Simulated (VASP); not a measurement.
PbSe:

```xyz
2
Lattice="-2.1984 2.1984 3.1091 2.1984 -2.1984 3.1091 2.1984 2.1984 -3.1091" Properties=species:S:1:pos:R:3 pbc="T T T"
Pb    0.0000    0.0000    0.7600
Se    0.0000    0.0000    3.8766
```

Base run:

```yaml
Program: VASP 6.6.1
Functional: LDA
Potentials_or_basis: VASP PAW LDA potentials, release 64 (Pb_d, Se)
Cutoff: 520 eV
k_mesh: 12 × 12 × 12
Occupations: gaussian, width 0.02 eV
Spin: no spin polarisation
```

Its results: band gap on the k mesh 0.31 eV, direct; pressure -4.1 GPa.

**Question.** The run is repeated on the same cell with these changes: functional from LDA to PBE; potentials or basis from VASP PAW LDA potentials, release 64 (Pb_d, Se) to VASP PAW PBE potentials, release 64 (Pb_d, Se). What comes out?

**Answer.** Band gap on the k mesh 0.44 eV, direct; pressure 0.0 GPa.

Caveats: spin-orbit coupling is left out, which moves the levels of the heavy elements.

A k mesh can miss the band edges.
